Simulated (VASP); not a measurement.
Here is a VASP 6.6.1 calculation.

Contents of INCAR:

```
PREC = Accurate ; ENCUT = 600
EDIFF = 1E-7 ; ISMEAR = 0
SIGMA = 0.1 ; LREAL = False
LASPH = True ; NELM = 80
ALGO = Normal ; ISIF = 3
LWAVE = False ; LCHARG = False
GGA = PE ; IBRION = 2
NSW = 100 ; EDIFFG = -0.01
```

Contents of KPOINTS:

```
Automatic mesh
0
Gamma
  12 12 12
```

The input POSCAR:

```
Ge3Pt
1.0
    0.0000000000      3.2768612197      3.2768612197
    3.2768612197      0.0000000000      3.2768612197
    3.2768612197      3.2768612197      0.0000000000
Ge Pt
3 1
Direct
    0.2500000000      0.2500000000      0.2500000000
    0.7500000000      0.7500000000      0.7500000000
    0.5000000000      0.5000000000      0.5000000000
    0.0000000000      0.0000000000      0.0000000000
```

Potentials or basis: VASP PAW PBE potentials, release 64 (Ge_d, Pt).

Launch:

```bash
$ cat potpaw_PBE.64/Ge_d/POTCAR potpaw_PBE.64/Pt/POTCAR > POTCAR
$ mpirun -np 1 vasp_std > vasp.out
```

**Question.** Estimate the relaxed cell.

**Answer.** a = 4.644 Å, b = 4.644 Å, c = 4.644 Å, α = 60.00°, β = 60.00°, γ = 60.00°.

**Question.** Estimate the space group after relaxing (to 0.05 Å).

**Answer.** Fm-3m (No. 225).

**Question.** Estimate the relaxed volume.

**Answer.** 17.71 Å³/atom.

**Question.** Predict the band gap on the k mesh.

**Answer.** Zero (band 26 reaches 8.09 eV, above the bottom of band 27 at 7.76 eV).

The path:
```tsv
step	energy change (eV)	largest force (eV/Å)	pressure (GPa)	volume (Å³)
1	0.0000	0.0000	0.67	70.37
2	-0.0006	0.0000	-0.40	71.12
3	-0.0010	0.0000	0.00	70.83
```

Caveat: spin-orbit coupling is left out, which moves the levels of the heavy elements.
